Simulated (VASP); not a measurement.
# GaAs in VASP: notebook, part 2 of 2

VASP 6.6.1.

## Step 3: Single point, LDA

INCAR reads:

```
PREC = Accurate ; ENCUT = 520
EDIFF = 1E-6 ; ISMEAR = -1
SIGMA = 0.02 ; LREAL = F
LASPH = T ; NELM = 80
ALGO = Normal ; ISIF = 2
LWAVE = F ; LCHARG = F
LDIPOL = T ; IDIPOL = 3
DIPOL = 0.5 0.5 0.500 ; GGA = CA
NBANDS = 36
```

KPOINTS reads:

```
regular mesh
0
Gamma
  7 5 1
```

POSCAR reads:

```
GaAs
1.0
    3.9619516307      0.0000000000      0.0000000000
    0.0000000000      5.6030457296      0.0000000000
    0.0000000000      0.0000000000     19.9620000000
Ga As
3 3
Direct
    0.2500000000      0.1250000000      0.4007626583
    0.7500000000      0.6250000000      0.5000000000
    0.2500000000      0.1250000000      0.5992373417
    0.7500000000      0.8750000000      0.4007626583
    0.2500000000      0.3750000000      0.5000000000
    0.7500000000      0.8750000000      0.5992373417
```

Potentials or basis: VASP PAW LDA potentials, release 64 (Ga_d, As).

Started as:

```
$ cat potpaw_LDA.64/Ga_d/POTCAR potpaw_LDA.64/As/POTCAR > POTCAR
$ mpirun -np 1 vasp_std > vasp.out
```

OUTCAR:

```text
PREC = Accurate
   ENCUT = 520
   EDIFF = 1E-6
   ISMEAR = -1
   LREAL = F
   LASPH = T
   NELM = 80
   ISIF = 2
   GGA = CA

 ion  position               nearest neighbor table
   1  0.250  0.125  0.401-   5 2.43   4 2.43   4 2.43
   2  0.750  0.625  0.500-   4 2.43   6 2.43   5 2.43   5 2.43
   3  0.250  0.125  0.599-   5 2.43   6 2.43   6 2.43
   4  0.750  0.875  0.401-   2 2.43   1 2.43   1 2.43
   5  0.250  0.375  0.500-   1 2.43   3 2.43   2 2.43   2 2.43
   6  0.750  0.875  0.599-   2 2.43   3 2.43   3 2.43

  LATTYP: Found a simple orthorhombic cell.
 ALAT       =     3.9619516307
 B/A-ratio  =     1.4142135624
 C/A-ratio  =     5.0384259730

  Lattice vectors:

 A1 = (   3.9619516307,   0.0000000000,   0.0000000000)
 A2 = (   0.0000000000,   5.6030457296,   0.0000000000)
 A3 = (   0.0000000000,   0.0000000000,  19.9620000000)

Analysis of symmetry for initial positions (statically):
=====================================================================
 Subroutine PRICEL returns:
 Original cell was already a primitive cell.

 Routine SETGRP: Setting up the symmetry group for a
 simple orthorhombic supercell.

 Subroutine GETGRP returns: Found  4 space group operations
 (whereof  2 operations were pure point group operations)
 out of a pool of  8 trial point group operations.

The static configuration has the point symmetry C_1h.
 The point group associated with its full space group is C_2v.

Analysis of symmetry for dynamics (positions and initial velocities):
=====================================================================
 Subroutine PRICEL returns:
 Original cell was already a primitive cell.

 Routine SETGRP: Setting up the symmetry group for a
 simple orthorhombic supercell.

 Subroutine GETGRP returns: Found  4 space group operations
 (whereof  2 operations were pure point group operations)
[... 122 lines left out ...]
   LORBIT       =      0    0 simple, 1 ext, 2 COOP (PROOUT), +10 PAW based schemes
   GGA     = CA    functional components
   LHFCALC =     F    Hartree Fock is set to
   AEXX    =    0.0000 exact exchange contribution
   IVDW    =     0    specifies the selected vdW correction
   LEPSILON=     F    determine dielectric tensor
   LRPA    =     F    only Hartree local field effects (RPA)
 non-spin polarized calculation
  energy-cutoff  :      520.00
  volume of cell :      443.14
 maximum number of plane-waves:     11997
 NGX is ok and might be reduce to    30
   NGX = 15   NGY = 21   NGZ = 75

 number of electron      53.9999983 magnetization

 dipolmoment           0.000000      0.000000      0.000000 electrons x Angstroem

 Free energy of the ion-electron system (eV)
  ---------------------------------------------------
  ext. energy  EPLUGINS =         0.00000000
  ---------------------------------------------------
  free energy    TOTEN  =       -25.30126101 eV

  energy without entropy =      -25.28965256  energy(sigma->0) =      -25.29545679

 E-fermi :  -2.3307     XC(G=0):  -3.8149

 val. band max:       -2.3389099390   @ k =   0.4286   0.0000   0.0000
 cond. band min:      -2.3178178157   @ k =   0.4286   0.4000   0.0000
 fundamental gap:      0.0210921234
 Fermi energy:        -2.3306763023

 k-point     1 :       0.0000    0.0000    0.0000
  band No.  band energies     occupation
      1     -17.4266      2.00000
      2     -17.3635      2.00000
      3     -17.3496      2.00000
      4     -17.3383      2.00000
      5     -17.3164      2.00000
      6     -17.2963      2.00000
[... 457 lines left out ...]
     35       3.2254      0.00000
     36       3.6009      0.00000

------------------------ aborting loop because EDIFF is reached ----------------------------------------

 vacuum level on the upper side and lower side of the slab       (xc-potential included)        -0.095        -0.095

  FORCE on cell =-STRESS in cart. coord.  units (eV):
  Direction    XX          YY          ZZ          XY          YZ          ZX
  --------------------------------------------------------------------------------------
  -------------------------------------------------------------------------------------
  Total       -1.8890404     -2.4162271      1.7692417      0.0000000      0.0000000      0.0000000
  in kB       -6.8299015     -8.7359663      6.3967644      0.0000000      0.0000000      0.0000000
  external PRESSURE =      -3.0563678 kB  Pullay stress =       0.0000000 kB

 VOLUME and BASIS-vectors are now :
 -----------------------------------------------------------------------------
  energy-cutoff  :      520.00
  volume of cell :      443.14
      direct lattice vectors                 reciprocal lattice vectors
     3.961951631  0.000000000  0.000000000     0.252400860  0.000000000  0.000000000
     0.000000000  5.603045730  0.000000000     0.000000000  0.178474360  0.000000000
     0.000000000  0.000000000 19.962000000     0.000000000  0.000000000  0.050095181

 POSITION                                       TOTAL-FORCE (eV/Angst)
 -----------------------------------------------------------------------------------
      0.99049      0.70038      8.00002        -0.000000     -1.037798      0.716136
      2.97146      3.50190      9.98100        -0.000000      0.505380      0.000000
      0.99049      0.70038     11.96198        -0.000000     -1.037798     -0.716136
      2.97146      4.90267      8.00002         0.000000      0.393898     -1.163378
      0.99049      2.10114      9.98100        -0.000000      0.782421      0.000000
      2.97146      4.90267     11.96198        -0.000000      0.393898      1.163378
 -----------------------------------------------------------------------------------
    total drift:                                0.000000      0.000238     -0.000000

  FREE ENERGIE OF THE ION-ELECTRON SYSTEM (eV)
  ---------------------------------------------------
  free  energy   TOTEN  =       -25.3012610109 eV

  energy  without entropy=      -25.2896525641  energy(sigma->0) =      -25.29545679

 vacuum level on the upper side and lower side of the slab         2.624         2.624
```

Run time: 9.5 min. Hardware: 1 thread of Intel Xeon 8259CL, shared host; peak memory 0.43 GiB.

What came out:

```yaml
Free_energy: -25.3013 eV
Largest_force: 1.261 eV/Å
Band_gap_on_the_k_mesh: 0.02 eV (least direct gap 0.04 eV)
```

Forces on the atoms (eV/Å):
```
Ga   0.000 -1.038  0.716
Ga   0.000  0.505  0.000
Ga   0.000 -1.038 -0.716
As   0.000  0.394 -1.163
As   0.000  0.782  0.000
As   0.000  0.394  1.163
```

Levels at points of the mesh, in eV from the valence-band top:
| k point | band 24 | band 25 | band 26 | band 27 | band 28 | band 29 | band 30 | band 31 |
| --- | --- | --- | --- | --- | --- | --- | --- | --- |
| (0.00, 0.00, 0.00) | -1.50 | -0.88 | -0.66 | -0.11 | 0.33 | 1.96 | 1.99 | 2.91 |
